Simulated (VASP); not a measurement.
# Ni (P6_3/mmc) in VASP: a series of runs, part 2 of 2

VASP 6.6.1. Earlier steps stand in the parts before.

**5. Relaxation of shape and atoms at fixed volume, PBE, collinear spin, ferromagnetic start**

This run uses another cell than the first one, of 10.06 Å³/atom.

The input, INCAR:

```
PREC = Accurate
ENCUT = 600
EDIFF = 1E-6
ISMEAR = -1
SIGMA = 0.08
LREAL = F
LASPH = T
NELM = 150
ALGO = Normal
ISIF = 4
LWAVE = F
LCHARG = F
ISPIN = 2
MAGMOM = 1 1
LORBIT = 11
LMAXMIX = 4
GGA = PE
IBRION = 2
NSW = 50
EDIFFG = -0.005
```

The input, KPOINTS:

```
Automatic mesh
0
Gamma
  17 17 10
```

The input, POSCAR:

```
Ni
1.0
    2.4204274782      0.0000000000      0.0000000000
   -1.2102137391      2.0961516842      0.0000000000
    0.0000000000      0.0000000000      3.9675806380
Ni
2
Direct
    0.3333333333      0.6666666667      0.2500000000
    0.6666666667      0.3333333333      0.7500000000
```

Potentials or basis: VASP PAW PBE potentials, release 64 (Ni).

Started as:

```
$ cat potpaw_PBE.64/Ni/POTCAR > POTCAR
$ mpirun -np 1 vasp_std > vasp.out
```

OUTCAR:

```text
PREC = Accurate
   ENCUT = 600
   EDIFF = 1E-6
   ISMEAR = -1
   LREAL = F
   LASPH = T
   NELM = 150
   ISIF = 4
   ISPIN = 2
   LORBIT = 11
   GGA = PE
   IBRION = 2
   NSW = 50
   EDIFFG = -0.005

 ion  position               nearest neighbor table
   1  0.333  0.667  0.250-   2 2.43   2 2.43   2 2.43   2 2.43   2 2.43   2 2.43
   2  0.667  0.333  0.750-   1 2.43   1 2.43   1 2.43   1 2.43   1 2.43   1 2.43

  LATTYP: Found a hexagonal cell.
 ALAT       =     2.4204274782
 C/A-ratio  =     1.6392065756

  Lattice vectors:

 A1 = (   2.4204274782,   0.0000000000,   0.0000000000)
 A2 = (  -1.2102137391,   2.0961516842,   0.0000000000)
 A3 = (   0.0000000000,   0.0000000000,   3.9675806380)

Analysis of symmetry for initial positions (statically):
=====================================================================
 Subroutine PRICEL returns:
 Original cell was already a primitive cell.

 Routine SETGRP: Setting up the symmetry group for a
 hexagonal supercell.

 Subroutine GETGRP returns: Found 24 space group operations
 (whereof 12 operations were pure point group operations)
 out of a pool of 24 trial point group operations.

The static configuration has the point symmetry D_3d.
 The point group associated with its full space group is D_6h.

Analysis of symmetry for dynamics (positions and initial velocities):
=====================================================================
 Subroutine PRICEL returns:
 Original cell was already a primitive cell.

 Routine SETGRP: Setting up the symmetry group for a
 hexagonal supercell.

 Subroutine GETGRP returns: Found 24 space group operations
 (whereof 12 operations were pure point group operations)
 out of a pool of 24 trial point group operations.

The dynamic configuration has the point symmetry D_3d.
 The point group associated with its full space group is D_6h.

Analysis of structural, dynamic, and magnetic symmetry:
=====================================================================
 Subroutine PRICEL returns:
 Original cell was already a primitive cell.

 Routine SETGRP: Setting up the symmetry group for a
 hexagonal supercell.

 Subroutine GETGRP returns: Found 24 space group operations
 (whereof 12 operations were pure point group operations)
 out of a pool of 24 trial point group operations.

The overall configuration has the point symmetry D_3d.
 The point group associated with its full space group is D_6h.

 Subroutine INISYM returns: Found 24 space group operations
 (whereof 12 operations are pure point group operations),
 and found     1 'primitive' translations

----------------------------------------------------------------------------------------

                                     Primitive cell

  volume of cell :      20.1299

  direct lattice vectors                    reciprocal lattice vectors
     2.420427478  0.000000000  0.000000000     0.413150160  0.238532356  0.000000000
    -1.210213739  2.096151684  0.000000000     0.000000000  0.477064712  0.000000000
     0.000000000  0.000000000  3.967580638     0.000000000  0.000000000  0.252042766

  length of vectors
     2.420427478  2.420427478  3.967580638     0.477064712  0.477064712  0.252042766

  position of ions in fractional coordinates (direct lattice)
     0.333333333  0.666666667  0.250000000
     0.666666667  0.333333333  0.750000000

  ion indices of the primitive-cell ions
   primitive index   ion index
[... 94 lines left out ...]
     AMIX_MAG =   1.60;   BMIX_MAG =  1.00
  volume/ion in A,a.u.               =      10.06        67.92
  Fermi-wavevector in a.u.,A,eV,Ry     =   1.633571  3.087001 36.307879  2.668554
  Thomas-Fermi vector in A             =   2.725354
   LORBIT       =     11    0 simple, 1 ext, 2 COOP (PROOUT), +10 PAW based schemes
   GGA     = PE    functional components
   LHFCALC =     F    Hartree Fock is set to
   AEXX    =    0.0000 exact exchange contribution
   IVDW    =     0    specifies the selected vdW correction
   LEPSILON=     F    determine dielectric tensor
   LRPA    =     F    only Hartree local field effects (RPA)
 conjugate gradient relaxation of ions
 spin polarized calculation
  energy-cutoff  :      600.00
  volume of cell :       20.13
 maximum number of plane-waves:       687
 NGX is ok and might be reduce to    20
   NGX =  9   NGY =  9   NGZ = 15

 number of electron      19.9999998 magnetization       1.2198921

 Free energy of the ion-electron system (eV)
  ---------------------------------------------------
  ext. energy  EPLUGINS =         0.00000000
  ---------------------------------------------------
  free energy    TOTEN  =       -10.83387999 eV

  energy without entropy =      -10.75480037  energy(sigma->0) =      -10.79434018

 E-fermi :  10.5402     XC(G=0): -13.7203

 val. band max:       10.5370770365   @ k =   0.4118   0.0000   0.0000
 cond. band min:      10.5426958592   @ k =   0.0588   0.0000   0.0000
 fundamental gap:      0.0056188227
 Fermi energy:        10.5401516365

 spin component 1

 k-point     1 :       0.0000    0.0000    0.0000
  band No.  band energies     occupation
      1       0.9554      1.00000
      2       5.2663      1.00000
      3       7.9115      1.00000
      4       8.0141      1.00000
      5       8.0141      1.00000
      6       8.3172      1.00000
      7       8.3172      1.00000
      8       8.7682      1.00000
      9       8.7682      1.00000
     10       9.8264      0.99987
     11       9.8264      0.99987
     12      10.0406      0.99806
     13      16.7309      0.00000
     14      33.8117      0.00000
[... 403 lines left out ...]
      4       6.8962      1.00000
      5       7.9165      1.00000
      6       8.0214      1.00000
      7       8.4918      1.00000
      8       8.7749      1.00000
      9       9.4103      1.00000
     10       9.8196      0.99988
     11       9.9153      0.99959
     12      16.2232      0.00000
     13      17.7106      0.00000
     14      23.2167      0.00000
     15      23.6991      0.00000

 [... further k-points ...]

 spin component 2

 k-point     1 :       0.0000    0.0000    0.0000
  band No.  band energies     occupation
      1       0.9345      1.00000
      2       5.6506      1.00000
      3       8.5852      1.00000
      4       8.6622      1.00000
      5       8.6622      1.00000
      6       8.9846      1.00000
      7       8.9846      1.00000
      8       9.4261      1.00000
      9       9.4261      1.00000
     10       9.9976      0.99887
     11      10.5266      0.54217
     12      10.5266      0.54217
     13      17.1308      0.00000
     14      33.6899      0.00000
[... 403 lines left out ...]
      4       7.4408      1.00000
      5       8.5149      1.00000
      6       8.6344      1.00000
      7       9.0941      1.00000
      8       9.4808      1.00000
      9      10.1181      0.99491
     10      10.5079      0.59937
     11      10.6210      0.26686
     12      16.4653      0.00000
     13      17.9673      0.00000
     14      23.3640      0.00000
     15      23.8405      0.00000

 [... further k-points ...]

------------------------ aborting loop because EDIFF is reached ----------------------------------------

  FORCE on cell =-STRESS in cart. coord.  units (eV):
  Direction    XX          YY          ZZ          XY          YZ          ZX
  --------------------------------------------------------------------------------------
  -------------------------------------------------------------------------------------
  Total        2.4461887      2.4461887      2.4374298      0.0000000     -0.0000000      0.0000000
  in kB      194.6973262    194.6973262    194.0001917      0.0000000     -0.0000000      0.0000000
  external PRESSURE =     194.4649480 kB  Pullay stress =       0.0000000 kB

 VOLUME and BASIS-vectors are now :
 -----------------------------------------------------------------------------
  energy-cutoff  :      600.00
  volume of cell :       20.13
      direct lattice vectors                 reciprocal lattice vectors
     2.420427478  0.000000000  0.000000000     0.413150160  0.238532356  0.000000000
    -1.210213739  2.096151684  0.000000000     0.000000000  0.477064712  0.000000000
     0.000000000  0.000000000  3.967580638     0.000000000  0.000000000  0.252042766

 POSITION                                       TOTAL-FORCE (eV/Angst)
 -----------------------------------------------------------------------------------
     -0.00000      1.39743      0.99190        -0.000000      0.000000      0.000000
      1.21021      0.69872      2.97569         0.000000     -0.000000      0.000000
 -----------------------------------------------------------------------------------
    total drift:                                0.000000     -0.000000     -0.000000

  FREE ENERGIE OF THE ION-ELECTRON SYSTEM (eV)
  ---------------------------------------------------
  free  energy   TOTEN  =       -10.8338799852 eV

  energy  without entropy=      -10.7548003686  energy(sigma->0) =      -10.79434018

 reached required accuracy - stopping structural energy minimisation

 total charge

# of ion       s       p       d       tot
------------------------------------------
    1        0.532   0.571   8.358   9.461
    2        0.532   0.571   8.358   9.461
--------------------------------------------------
tot          1.063   1.142  16.717  18.921

 magnetization (x)

# of ion       s       p       d       tot
------------------------------------------
    1       -0.005  -0.024   0.643   0.614
    2       -0.005  -0.024   0.643   0.614
--------------------------------------------------
tot         -0.009  -0.049   1.287   1.229
```

OSZICAR:

```text
N       E                     dE             d eps       ncg     rms          rms(c)
DAV:   1     0.929796661286E+02    0.92980E+02   -0.10882E+04 12248   0.220E+03
DAV:   2    -0.102506573977E+02   -0.10323E+03   -0.98284E+02 11908   0.292E+02
DAV:   3    -0.128323513347E+02   -0.25817E+01   -0.25344E+01 14078   0.651E+01
DAV:   4    -0.128595303091E+02   -0.27179E-01   -0.27174E-01 16118   0.542E+00
DAV:   5    -0.128599398004E+02   -0.40949E-03   -0.40949E-03 14540   0.578E-01    0.153E+01
DAV:   6    -0.113567001757E+02    0.15032E+01   -0.12194E+01 12587   0.776E+01    0.774E+00
DAV:   7    -0.108753282406E+02    0.48137E+00   -0.20509E+00 12930   0.301E+01    0.312E+00
DAV:   8    -0.108392502117E+02    0.36078E-01   -0.17483E-02 18768   0.237E+00    0.138E+00
DAV:   9    -0.108348875423E+02    0.43627E-02   -0.84707E-04 18123   0.412E-01    0.403E-01
DAV:  10    -0.108338735117E+02    0.10140E-02   -0.21188E-04 18273   0.268E-01    0.411E-02
DAV:  11    -0.108338877229E+02   -0.14211E-04   -0.32278E-05 14662   0.860E-02    0.360E-02
DAV:  12    -0.108338796800E+02    0.80429E-05   -0.31273E-06 13370   0.315E-02    0.156E-02
DAV:  13    -0.108338799852E+02   -0.30521E-06   -0.17018E-06  9217   0.170E-02
   1 F= -.10833880E+02 E0= -.10794340E+02  d E =-.108339E+02  mag=     1.2203
```

CONTCAR:

```text
Ni
   1.00000000000000
     2.4204274782000001    0.0000000000000000    0.0000000000000000
    -1.2102137391000001    2.0961516842000001    0.0000000000000000
     0.0000000000000000    0.0000000000000000    3.9675806379999998
  Ni
     2
Direct
     0.3333333332999970    0.6666666667000030    0.2500000000000000
     0.6666666667000030    0.3333333332999970    0.7500000000000000

  0.00000000E+00  0.00000000E+00  0.00000000E+00
  0.00000000E+00  0.00000000E+00  0.00000000E+00
```

Wall time 58 s (1 thread of AMD EPYC 9R45 (Zen 5), shared host); peak memory 0.19 GiB.

What came out:

```
Free energy                                           : -10.8339 eV
Pressure after relaxing                               : 19.4 GPa
Net moment                                            : 1.22 μB per cell
Site moments                                          : Ni +0.61 μB
Valence electrons inside the program's atomic spheres : Ni 9.46
```

Final structure:
```xyz
2
Lattice="2.4204 0.0000 0.0000 -1.2102 2.0962 0.0000 0.0000 0.0000 3.9676" Properties=species:S:1:pos:R:3 pbc="T T T"
Ni    0.0000    1.3974    0.9919
Ni    1.2102    0.6987    2.9757
```

**6. Relaxation of cell and atoms, PBE, collinear spin, ferromagnetic start**

This run uses another cell than the first one, of 10.90 Å³/atom.

The input, INCAR:

```
PREC     = Accurate       # precision mode
ENCUT    = 600            # plane-wave cutoff, eV
EDIFF    = 1E-6           # SCF threshold, eV
ISMEAR   = -1             # smearing method
SIGMA    = 0.08           # smearing width, eV
LREAL    = F              # projectors in reciprocal space
LASPH    = T              # aspherical terms in the spheres
NELM     = 150            # most SCF steps
ALGO     = Normal         # electronic algorithm
ISIF     = 3              # what is computed and relaxed
LWAVE    = F              # write WAVECAR
LCHARG   = F              # write CHGCAR
ISPIN    = 2              # spin polarisation
MAGMOM   = 1 1            # initial moments
LORBIT   = 11             # projections on sites
LMAXMIX  = 4              # l up to which the mixer works
GGA      = PE             # functional
IBRION   = 2              # ionic algorithm
NSW      = 60             # ionic steps
EDIFFG   = -0.005         # ionic threshold
```

KPOINTS is that of step 5.

The input, POSCAR:

```
Ni
1.0
    2.4952288570      0.0000000000      0.0000000000
   -1.2476144285      2.1609315784      0.0000000000
    0.0000000000      0.0000000000      4.0422707483
Ni
2
Direct
    0.3333333333      0.6666666667      0.2500000000
    0.6666666667      0.3333333333      0.7500000000
```

Potentials or basis: VASP PAW PBE potentials, release 64 (Ni).

Started as:

```
$ cat potpaw_PBE.64/Ni/POTCAR > POTCAR
$ mpirun -np 1 vasp_std > vasp.out
```

Run time: 3.2 min. Hardware: 1 thread of AMD EPYC 9R45 (Zen 5), shared host; peak memory 0.21 GiB.

It converged, with:

| Property | Result |
| --- | --- |
| Free energy | -10.9322 eV |
| Relaxed volume | 10.94 Å³/atom |
| Relaxed cell | a = 2.489 Å, b = 2.489 Å, c = 4.077 Å, α = 90.00°, β = 90.00°, γ = 120.00° |
| Space group after relaxing (to 0.1 Å) | P6_3/mmc (No. 194) |
| Energy gained by relaxing | 0.7 meV/atom |
| Ionic steps | 6 |
| Pressure after relaxing | 0.0 GPa |
| Net moment | 1.28 μB per cell |
| Site moments | Ni +0.65 μB |
| Valence electrons inside the program's atomic spheres | Ni 9.30 |

Step by step:
```csv
step,energy change (eV),largest force (eV/Å),pressure (GPa),volume (Å³)
1,0.0000,0.0000,0.59,21.80
2,-0.0012,0.0000,-0.50,21.92
3,-0.0012,0.0000,-0.55,21.93
4,-0.0014,0.0000,0.19,21.84
5,-0.0014,0.0000,0.06,21.86
6,-0.0014,0.0000,-0.02,21.87
```

Final structure:
```yaml
crystal:
  lattice:
    - [2.48886, 0.00000, 0.00000]
    - [-1.24443, 2.15542, 0.00000]
    - [0.00000, 0.00000, 4.07685]
  atoms:
    - { symbol: Ni, position: [0.33333, 0.66667, 0.25000] }
    - { symbol: Ni, position: [0.66667, 0.33333, 0.75000] }
```

Levels at points of the mesh, in eV from the Fermi level:
Spin up:
```
           k point  band 7  band 8  band 9  band 10  band 11  band 12  band 13  band 14  band 15
(0.00, 0.00, 0.00)   -2.06   -1.67   -1.67    -0.73    -0.73    -0.34     5.58    22.55    24.34
(0.00, 0.00, 0.50)   -2.37   -2.37   -1.02    -1.02    -1.02    -1.02    14.28    14.28    23.27
```
Spin down:
```
           k point  band 5  band 6  band 7  band 8  band 9  band 10  band 11  band 12  band 13  band 14
(0.00, 0.00, 0.00)   -1.65   -1.37   -1.37   -0.98   -0.98    -0.39     0.00     0.00     5.98    22.41
(0.00, 0.00, 0.50)   -1.70   -1.70   -1.70   -1.70   -0.29    -0.29    -0.29    -0.29    14.41    14.41
```

**7. Summary**

```tsv
task	cell	gap on the mesh (eV)	pressure (GPa)	moment (μB)
relaxation of shape and atoms at fixed volume	relaxed from a = 2.099, b = 2.099, c = 3.441 Å, angles 90.0, 90.0, 120.0°, 2 atoms	none	338.7	0.90
relaxation of shape and atoms at fixed volume	relaxed from a = 2.348, b = 2.348, c = 3.849 Å, angles 90.0, 90.0, 120.0°, 2 atoms	none	51.2	1.15
relaxation of shape and atoms at fixed volume	relaxed from a = 2.420, b = 2.420, c = 3.968 Å, angles 90.0, 90.0, 120.0°, 2 atoms	none	19.4	1.22
relaxation of cell and atoms	relaxed from a = 2.495, b = 2.495, c = 4.042 Å, angles 90.0, 90.0, 120.0°, 2 atoms	none	0.0	1.28
```

Alike in all rows: level PBE; potentials or basis VASP PAW PBE potentials, release 64 (Ni); spin collinear, ferromagnetic start; k mesh 17 × 17 × 10; cutoff (eV) 600; smearing fermi-dirac 0.08 eV.

Absolute energies hang on the potentials; compare differences alone.
